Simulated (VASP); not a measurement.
**LiF: electric field gradients with LDA**

LiF:

```
Li F
1.0
     0.00000    2.02734    2.02734
     2.02734    0.00000    2.02734
     2.02734    2.02734    0.00000
Li F
1 1
Direct
  0.00000 0.00000 0.00000
  0.50000 0.50000 0.50000
```

This cell differs from its parent crystal: volume scaled by 1.02.

* Program: VASP 6.6.1
* Task: electric field gradients
* Functional: LDA
* Potentials or basis: VASP PAW LDA potentials, release 64 (Li_sv, F)
* Cutoff: 520 eV
* k mesh: 10 × 10 × 10
* Occupations: fermi-dirac, width 0.03 eV
* Spin: no spin polarisation
* Dipole correction: no
* Further INCAR settings: ALGO = Normal; EDIFF = 1e-08; NBANDS = 12

* Band gap on the k mesh: 8.66 eV, direct

Levels at points of the mesh, in eV from the valence-band top:
```
           k point  band 1  band 2  band 3  band 4  band 5  band 6  band 7  band 8  band 9  band 10
(0.00, 0.00, 0.00)  -39.79  -19.51    0.00    0.00    0.00    8.66   23.20   23.20   23.20    23.71
(0.50, 0.00, 0.00)  -39.73  -19.08   -2.52   -0.22   -0.22   10.27   16.14   18.26   18.26    29.55
(0.50, 0.50, 0.00)  -39.71  -18.81   -3.03   -1.00   -1.00   14.23   15.94   16.90   19.53    19.53
```

Run time: 7.5 s on 1 thread of Intel(R) Xeon(R) Platinum 8259CL CPU @ 2.50GHz (Skylake/Cascade Lake), on a shared host, peak memory 0.12 GiB.

Caveat: without QUAD_EFG the Cq values of the log hold for a quadrupole moment of 1 mb, not for the nuclei. A k mesh can miss the band edges.
